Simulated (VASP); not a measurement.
# TiAl (Pmma) in VASP: single point with PBE

Aim: the single point of TiAl with PBE.

All numbers are computed with VASP 6.6.1; they aren't measurements. Logs are shortened: lines on timing, memory, paths and dates and some standing lists are left out, and cuts for length are marked.

**1. The cell of the first run**

Symmetry: Pmma, No. 51, orthorhombic system. The conventional cell has a = 4.625 Å, b = 2.876 Å, c = 4.893 Å, α = 90.00°, β = 90.00°, γ = 90.00°. Within 3.7 Å of Ti (site symmetry mm2) lie 4 Ti at 2.81 to 2.88 Å and 8 Al at 2.84 to 2.85 Å. Within 3.7 Å of Al (site symmetry mm2) lie 4 Al at 2.81 to 2.88 Å and 8 Ti at 2.84 to 2.85 Å.

**2. Single point, PBE**

INCAR

```
  PREC = Accurate
  ENCUT = 500
  EDIFF = 1E-6
  ISMEAR = -1
  SIGMA = 0.15
  LREAL = False
  LASPH = True
  NELM = 120
  ALGO = Normal
  ISIF = 2
  LWAVE = False
  LCHARG = False
  GGA = PE
  NBANDS = 23
  GGA_COMPAT = False
```

KPOINTS

```
regular mesh
0
Gamma
  10 16 10
```

POSCAR

```
TiAl
1.0
    4.6247025583      0.0000000000      0.0000000000
    0.0000000000      2.8755490106      0.0000000000
    0.0000000000      0.0000000000      4.8932726619
Ti Al
2 2
Direct
    0.2500000000      0.5000000000      0.6629771971
    0.7500000000      0.5000000000      0.3370228029
    0.7500000000      0.0000000000      0.8367665548
    0.2500000000      0.0000000000      0.1632334452
```

Potentials or basis: VASP PAW PBE potentials, release 64 (Ti_sv, Al).

On the command line:

```sh
$ cat potpaw_PBE.64/Ti_sv/POTCAR potpaw_PBE.64/Al/POTCAR > POTCAR
$ mpirun -np 1 vasp_std > vasp.out
```

OUTCAR:

```text
PREC = Accurate
   ENCUT = 500
   EDIFF = 1E-6
   ISMEAR = -1
   LREAL = False
   LASPH = True
   NELM = 120
   ISIF = 2
   GGA = PE

 ion  position               nearest neighbor table
   1  0.250  0.500  0.663-   2 2.81   2 2.81   4 2.84   4 2.84   4 2.84   4 2.84   3 2.85   3 2.85
                             3 2.85   3 2.85
   2  0.750  0.500  0.337-   1 2.81   1 2.81   3 2.84   3 2.84   3 2.84   3 2.84   4 2.85   4 2.85
                             4 2.85   4 2.85
   3  0.750  0.000  0.837-   4 2.81   4 2.81   2 2.84   2 2.84   2 2.84   2 2.84   1 2.85   1 2.85
                             1 2.85   1 2.85
   4  0.250  0.000  0.163-   3 2.81   3 2.81   1 2.84   1 2.84   1 2.84   1 2.84   2 2.85   2 2.85
                             2 2.85   2 2.85

  LATTYP: Found a simple orthorhombic cell.
 ALAT       =     2.8755490106
 B/A-ratio  =     1.6082850757
 C/A-ratio  =     1.7016829287

  Lattice vectors:

 A1 = (   0.0000000000,  -2.8755490106,   0.0000000000)
 A2 = (   4.6247025583,   0.0000000000,   0.0000000000)
 A3 = (   0.0000000000,   0.0000000000,   4.8932726619)

Analysis of symmetry for initial positions (statically):
=====================================================================
 Subroutine PRICEL returns:
 Original cell was already a primitive cell.

 Routine SETGRP: Setting up the symmetry group for a
 simple orthorhombic supercell.

 Subroutine GETGRP returns: Found  8 space group operations
 (whereof  4 operations were pure point group operations)
 out of a pool of  8 trial point group operations.

The static configuration has the point symmetry C_2h.
 The point group associated with its full space group is D_2h.

Analysis of symmetry for dynamics (positions and initial velocities):
=====================================================================
 Subroutine PRICEL returns:
 Original cell was already a primitive cell.

 Routine SETGRP: Setting up the symmetry group for a
 simple orthorhombic supercell.

 Subroutine GETGRP returns: Found  8 space group operations
 (whereof  4 operations were pure point group operations)
 out of a pool of  8 trial point group operations.

The dynamic configuration has the point symmetry C_2h.
 The point group associated with its full space group is D_2h.

 Subroutine INISYM returns: Found  8 space group operations
 (whereof  4 operations are pure point group operations),
 and found     1 'primitive' translations

----------------------------------------------------------------------------------------

                                     Primitive cell

  volume of cell :      65.0735

  direct lattice vectors                    reciprocal lattice vectors
     4.624702558  0.000000000  0.000000000     0.216230122  0.000000000  0.000000000
     0.000000000  2.875549011  0.000000000     0.000000000  0.347759679  0.000000000
     0.000000000  0.000000000  4.893272662     0.000000000  0.000000000  0.204362207

  length of vectors
     4.624702558  2.875549011  4.893272662     0.216230122  0.347759679  0.204362207

  position of ions in fractional coordinates (direct lattice)
     0.250000000  0.500000000  0.662977197
     0.750000000  0.500000000  0.337022803
     0.750000000  0.000000000  0.836766555
     0.250000000  0.000000000  0.163233445

  ion indices of the primitive-cell ions
   primitive index   ion index
                 1           1
                 2           2
                 3           3
                 4           4

----------------------------------------------------------------------------------------

 KPOINTS: regular mesh

Automatic generation of k-mesh.
 Grid dimensions read from file:
 generate k-points for:   10   16   10

 Generating k-lattice:

  Cartesian coordinates                     Fractional coordinates (reciprocal lattice)
     0.021623012  0.000000000  0.000000000     0.100000000  0.000000000  0.000000000
     0.000000000  0.021734980  0.000000000     0.000000000  0.062500000  0.000000000
     0.000000000  0.000000000  0.020436221     0.000000000  0.000000000  0.100000000

  Length of vectors
     0.021623012  0.021734980  0.020436221

  Shift w.r.t. Gamma in fractional coordinates (k-lattice)
     0.000000000  0.000000000  0.000000000

 Subroutine IBZKPT returns following result:
 ===========================================

 Found    324 irreducible k-points:

 Following reciprocal coordinates:
            Coordinates               Weight
  0.000000  0.000000  0.000000      1.000000
  0.100000  0.000000  0.000000      2.000000
  0.200000  0.000000  0.000000      2.000000
  0.300000  0.000000  0.000000      2.000000
  0.400000  0.000000  0.000000      2.000000
  0.500000  0.000000  0.000000      1.000000
[... 16 lines left out ...]
  0.400000  0.187500  0.000000      4.000000
  0.500000  0.187500  0.000000      2.000000
 [... further k-points ...]
   k-points           NKPTS =    324   k-points in BZ     NKDIM =    324   number of bands    NBANDS=     23
   number of dos      NEDOS =    301   number of ions     NIONS =      4
   total plane-waves  NPLWV =  31104
   dimension x,y,z NGX =    36 NGY =   24 NGZ =   36
   dimension x,y,z NGXF=    72 NGYF=   48 NGZF=   72
   ions per type =               2   2
   NGX,Y,Z   is equivalent  to a cutoff of  12.94, 13.88, 12.23 a.u.
   NGXF,Y,Z  is equivalent  to a cutoff of  25.88, 27.75, 24.46 a.u.
 SYSTEM =  unknown system
   PREC   = accura    normal or accurate (medium, high low for compatibility)
   ISTART =      0    job   : 0-new  1-cont  2-samecut
   ICHARG =      2    charge: 1-file 2-atom 10-const
   ISPIN  =      1    spin polarized calculation?
   LNONCOLLINEAR =      F non collinear calculations
   LSORBIT =      F    spin-orbit coupling
   LASPH  =      T    aspherical Exc in radial PAW
   ENCUT  =  500.0 eV  36.75 Ry    6.06 a.u.   8.43  5.24  8.92*2*pi/ulx,y,z
   NELM   =    120;   NELMIN=  2; NELMDL= -5     # of ELM steps
   EDIFF  = 0.1E-05   stopping-criterion for ELM
   LREAL  =      F    real-space projection
   EDIFFG = 0.1E-04   stopping-criterion for IOM
   NSW    =      0    number of steps for IOM
   IBRION =     -1    ionic relax: 0-MD 1-quasi-New 2-CG
   NFREE  =      0    steps in history (QN), initial steepest desc. (CG)
   ISIF   =      2    stress and relaxation
   ISYM   =      2    0-nonsym 1-usesym 2-fastsym
   POTIM  = 0.5000    time-step for ionic-motion
   TEBEG  =    0.0;   TEEND  =   0.0 temperature during run
   PSTRESS=    0.0 pullay stress
   NELECT =      30.0000    total number of electrons
   NUPDOWN=      -1.0000    fix difference up-down
   EMIN   =  10.00;   EMAX   =-10.00  energy-range for DOS
   EFERMI =   0.00;   METHOD = LEGACY
   ISMEAR =    -1;   SIGMA  =   0.15  broadening in eV -4-tet -1-fermi 0-gaus
   EFERMI_NEDOS =   21; number of points for ismear=-14 and -15
   IALGO  =     38    algorithm
   IMIX   =      4    mixing-type and parameters
     AMIX     =   0.40;   BMIX     =  1.00
     AMIX_MAG =   1.60;   BMIX_MAG =  1.00
  volume/ion in A,a.u.               =      16.27       109.78
  Fermi-wavevector in a.u.,A,eV,Ry     =   1.264680  2.389898 21.761362  1.599415
  Thomas-Fermi vector in A             =   2.397972
   LORBIT       =      0    0 simple, 1 ext, 2 COOP (PROOUT), +10 PAW based schemes
   GGA     = PE    functional components
   LHFCALC =     F    Hartree Fock is set to
   AEXX    =    0.0000 exact exchange contribution
   IVDW    =     0    specifies the selected vdW correction
   LEPSILON=     F    determine dielectric tensor
   LRPA    =     F    only Hartree local field effects (RPA)
 non-spin polarized calculation
  energy-cutoff  :      500.00
  volume of cell :       65.07
 maximum number of plane-waves:      1680
 NGX is ok and might be reduce to    36
   NGX = 17   NGY = 11   NGZ = 17

 number of electron      30.0000007 magnetization

 Free energy of the ion-electron system (eV)
  ---------------------------------------------------
  ext. energy  EPLUGINS =         0.00000000
  ---------------------------------------------------
  free energy    TOTEN  =       -24.75630189 eV

  energy without entropy =      -24.47243954  energy(sigma->0) =      -24.61437071

 E-fermi :   8.3881     XC(G=0): -11.0248

 val. band max:        8.3875360149   @ k =   0.0000   0.5000   0.3000
 cond. band min:       8.3899696138   @ k =   0.4000   0.4375   0.0000
 fundamental gap:      0.0024335989
 Fermi energy:         8.3880501220

 k-point     1 :       0.0000    0.0000    0.0000
  band No.  band energies     occupation
      1     -48.3078      2.00000
      2     -48.2454      2.00000
      3     -24.7244      2.00000
      4     -24.6770      2.00000
      5     -24.5499      2.00000
      6     -24.4048      2.00000
[... 15 lines left out ...]
     22      11.1631      0.00000
     23      11.9830      0.00000

 k-point     2 :       0.1000    0.0000    0.0000
  band No.  band energies     occupation
      1     -48.3062      2.00000
      2     -48.2469      2.00000
      3     -24.7257      2.00000
      4     -24.6795      2.00000
      5     -24.5441      2.00000
      6     -24.4072      2.00000
[... 15 lines left out ...]
     22      11.1344      0.00000
     23      12.0744      0.00000

 k-point     3 :       0.2000    0.0000    0.0000
  band No.  band energies     occupation
      1     -48.3018      2.00000
      2     -48.2514      2.00000
      3     -24.7281      2.00000
      4     -24.6866      2.00000
      5     -24.5286      2.00000
      6     -24.4144      2.00000
[... 15 lines left out ...]
     22      11.0647      0.00000
     23      12.3436      0.00000
[... 495 lines left out ...]
 k-point    23 :       0.4000    0.1875    0.0000
  band No.  band energies     occupation
      1     -48.2719      2.00000
      2     -48.2529      2.00000
      3     -24.7092      2.00000
      4     -24.6923      2.00000
      5     -24.4716      2.00000
      6     -24.4308      2.00000
[... 15 lines left out ...]
     22      11.2152      0.00000
     23      13.1798      0.00000

 k-point    24 :       0.5000    0.1875    0.0000
  band No.  band energies     occupation
      1     -48.2624      2.00000
      2     -48.2624      2.00000
      3     -24.7022      2.00000
      4     -24.7022      2.00000
      5     -24.4497      2.00000
      6     -24.4497      2.00000
[... 15 lines left out ...]
     22      11.0013      0.00000
     23      13.3260      0.00000

 [... further k-points ...]
[... 5 lines left out ...]
  --------------------------------------------------------------------------------------
  -------------------------------------------------------------------------------------
  Total       -0.0353521     -0.0338150     -0.0285178      0.0000000      0.0000000      0.0000000
  in kB       -0.8704050     -0.8325603     -0.7021379      0.0000000      0.0000000      0.0000000
  external PRESSURE =      -0.8017010 kB  Pullay stress =       0.0000000 kB

 VOLUME and BASIS-vectors are now :
 -----------------------------------------------------------------------------
  energy-cutoff  :      500.00
  volume of cell :       65.07
      direct lattice vectors                 reciprocal lattice vectors
     4.624702558  0.000000000  0.000000000     0.216230122  0.000000000  0.000000000
     0.000000000  2.875549011  0.000000000     0.000000000  0.347759679  0.000000000
     0.000000000  0.000000000  4.893272662     0.000000000  0.000000000  0.204362207

 POSITION                                       TOTAL-FORCE (eV/Angst)
 -----------------------------------------------------------------------------------
      1.15618      1.43777      3.24413         0.000000     -0.000000     -0.001929
      3.46853      1.43777      1.64914        -0.000000      0.000000      0.001929
      3.46853      0.00000      4.09453         0.000000      0.000000      0.000550
      1.15618      0.00000      0.79875         0.000000      0.000000     -0.000550
 -----------------------------------------------------------------------------------
    total drift:                                0.000000     -0.000000      0.000000

  FREE ENERGIE OF THE ION-ELECTRON SYSTEM (eV)
  ---------------------------------------------------
  free  energy   TOTEN  =       -24.7563018918 eV

  energy  without entropy=      -24.4724395373  energy(sigma->0) =      -24.61437071
```

Run time: 14 min. Hardware: 1 thread of AMD EPYC 7R13, shared host; peak memory 0.45 GiB.

Results:

| Item | Value |
| --- | --- |
| Free energy | -24.7563 eV |
| Pressure | -0.1 GPa |
| Band gap on the k mesh | zero (band 15 reaches 8.69 eV, above the bottom of band 16 at 7.97 eV) |
